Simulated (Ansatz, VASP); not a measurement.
# LaHg: VASP beside Ansatz

The input INCAR:

```
PREC = Accurate
ENCUT = 520
EDIFF = 1E-8
ISMEAR = -1
SIGMA = 0.05
LREAL = False
LASPH = True
NELM = 100
ALGO = Normal
ISIF = 2
LWAVE = False
LCHARG = False
LEFG = True
NBANDS = 18
```

File KPOINTS:

```
Automatic mesh
0
Gamma
  9 9 9
```

File POSCAR:

```
LaHg
1.0
    3.5870198506      0.0000000000      0.0000000000
    0.0000000000      3.5870198506      0.0000000000
    0.0000000000      0.0000000000      3.5870198506
La Hg
1 1
Direct
    0.5000000000      0.5000000000      0.5000000000
    0.0000000000      0.0000000000      0.0000000000
```

Input for Ansatz:

```yaml
crystal:
  lattice:
    - [3.5870198506, 0.0, 0.0]
    - [0.0, 3.5870198506, 0.0]
    - [0.0, 0.0, 3.5870198506]
  atoms:
    - { symbol: La, position: [0.5, 0.5, 0.5] }
    - { symbol: Hg, position: [0.0, 0.0, 0.0] }
kpoints:
  mp_grid: { grid: [9, 9, 9] }
  band_path:
    path:
      - [0.0, 0.0, 0.0]
      - [0.0, 0.5, 0.0]
      - [0.5, 0.5, 0.0]
      - [0.0, 0.0, 0.0]
      - [0.5, 0.5, 0.5]
      - [0.0, 0.5, 0.0]
      - [0.5, 0.5, 0.5]
      - [0.5, 0.5, 0.0]
    npoints: 6
scf:
  occupations: { method: fermi_dirac, width: 0.05 }
hamiltonian:
  xc: lda
  pseudopotentials: { kind: paw }
output:
  forces: true
  stress: true
  eigenvalues: true
  efg: { contact_densities: true }
  populations: true
  write_density: true
  write_potential: true
  elf: true
  volumetric_format: npy
```

Change from the starting cell: volume scaled by 0.8, PAW files.

Alike in both runs: task electric field gradients; functional LDA; k mesh 9 × 9 × 9; occupations fermi-dirac, width 0.05 eV; no spin polarisation.

```csv
,VASP,Ansatz
version,VASP 6.6.1,Ansatz 0.2.0
potentials or method,"VASP PAW LDA potentials, release 64 (La, Hg)","PAW with Ansatz's default frozen-core files, scalar-relativistic"
plane-wave cutoff (eV),520,420
valence electrons in the cell,23,31
```

Ansatz gave:

```
pressure (GPa) : 15.8
```

**Question.** What did VASP give for the same quantities?

**Answer.** Pressure (GPa): 16.3.

LDA's correlation is that of Perdew and Zunger in VASP and of Perdew and Wang (1992) in Ansatz. VASP's potentials hold 23 valence electrons a cell and Ansatz's 31, so a difference there can come from the potentials and not from the codes.

Neither program's run includes spin-orbit coupling.
